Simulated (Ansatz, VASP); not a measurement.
V: VASP beside Ansatz

File INCAR:

```
SYSTEM = V
ALGO = Normal
EDIFF = 1E-7
ENCUT = 520
GGA = PS
ISIF = 2
ISMEAR = -1
ISPIN = 2
LASPH = .True.
LCHARG = .True.
LELF = .True.
LMAXMIX = 4
LORBIT = 11
LREAL = .False.
LVHAR = .True.
LWAVE = .False.
MAGMOM = 2 2
NBANDS = 24
NELM = 150
PREC = Accurate
SIGMA = 0.05
```

Contents of KPOINTS:

```
k-points
0
Gamma
  12 12 6
  0 0 0
```

The input POSCAR:

```
V
1.0
    2.6385650605      0.0000000000      0.0000000000
   -1.3192825302      2.2850643718      0.0000000000
    0.0000000000      0.0000000000      4.7854922858
V
2
Direct
    0.3333333333      0.6666666667      0.2500000000
    0.6666666667      0.3333333333      0.7500000000
```

File input.yaml:

```yaml
crystal:
  lattice:
    - [2.6385650605, 0.0, 0.0]
    - [-1.3192825302, 2.2850643718, 0.0]
    - [0.0, 0.0, 4.7854922858]
  atoms:
    - { symbol: V, position: [0.3333333333, 0.6666666667, 0.25], spin: 2.0 }
    - { symbol: V, position: [0.6666666667, 0.3333333333, 0.75], spin: 2.0 }
kpoints:
  mp_grid: { grid: [12, 12, 6] }
scf:
  occupations: { method: fermi_dirac, width: 0.05 }
hamiltonian:
  xc: pbesol
  pseudopotentials: { kind: all_electron, lapw: { basis_error: 0.001 } }
magnetization:
  spin_polarized: true
output:
  forces: true
  stress: true
  eigenvalues: true
```

Change from the starting cell: volume scaled by 1.04.

Alike in both runs: task single point; functional PBEsol; k mesh 12 × 12 × 6; occupations fermi-dirac, width 0.05 eV; collinear spin.

|  | VASP | Ansatz |
| --- | --- | --- |
| version | VASP 6.6.1 | Ansatz 0.2.0 |
| potentials or method | VASP PAW PBE potentials, release 64 (V_sv), cutoff 520 eV | all-electron LAPW, scalar-relativistic |

VASP gave:

| Property | Result |
| --- | --- |
| gap on the k mesh at the Fermi level (eV) | none |
| pressure (GPa) | -12.8 |
| net moment per atom (μB) | 0.00 |

Task: What did Ansatz give for the same quantities?

Result: gap on the k mesh at the Fermi level (eV): none; pressure (GPa): -13.0; net moment per atom (μB): 0.00.

VASP's potentials were made for PBE, not for PBEsol. A gap of «none» marks a metal or a gap that the smearing closes. Ansatz ran all-electron here, and VASP with PAW potentials.
